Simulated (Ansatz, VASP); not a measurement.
## Two plane-wave programs on W

File INCAR:

```
PREC = Accurate
ENCUT = 500
EDIFF = 1E-6
ISMEAR = 0
SIGMA = 0.1
LREAL = F
LASPH = T
NELM = 120
ALGO = Normal
ISIF = 2
LWAVE = F
LCHARG = F
NBANDS = 13
GGA_COMPAT = F
```

Contents of KPOINTS:

```
regular mesh
0
Gamma
  8 8 8
```

Contents of POSCAR:

```
W
1.0
   -1.5750000000      1.5750000000      1.5750000000
    1.5750000000     -1.5750000000      1.5750000000
    1.5750000000      1.5750000000     -1.5750000000
W
1
Direct
    0.0000000000      0.0000000000      0.0000000000
```

Input for Ansatz:

```yaml
crystal:
  lattice:
    - [-1.575, 1.575, 1.575]
    - [1.575, -1.575, 1.575]
    - [1.575, 1.575, -1.575]
  atoms:
    - { symbol: W, position: [0.0, 0.0, 0.0] }
basis:
  ecutwfc: 420
kpoints:
  mp_grid: { grid: [8, 8, 8] }
hamiltonian:
  xc: lda
  pseudopotentials: { kind: paw, azcp: { folder: soft_1 } }
scf:
  occupations: { method: gaussian, width: 0.1 }
output:
  forces: true
  stress: true
  eigenvalues: true
```

Alike in both runs: task single point; functional LDA; k mesh 8 × 8 × 8; occupations gaussian, width 0.1 eV; no spin polarisation.

|  | VASP | Ansatz |
| --- | --- | --- |
| version | VASP 6.6.1 | Ansatz 0.2.0 |
| potentials or method | VASP PAW LDA potentials, release 64 (W_sv), cutoff 500 eV | scalar-relativistic, plane waves, PAW |
| valence electrons in the cell | 14 | 14 |

|  | VASP | Ansatz | Ansatz less VASP |
| --- | --- | --- | --- |
| gap on the k mesh at the Fermi level (eV) | none | none | - |
| pressure (GPa) | -2.0 | -3.8 | -1.80 |

Ansatz warns that its potentials were made for another functional, while VASP's fit it. LDA's correlation is that of Perdew and Zunger in VASP and of Perdew and Wang (1992) in Ansatz. A gap of «none» marks a metal or a gap that the smearing closes.

Spin-orbit coupling is off throughout.
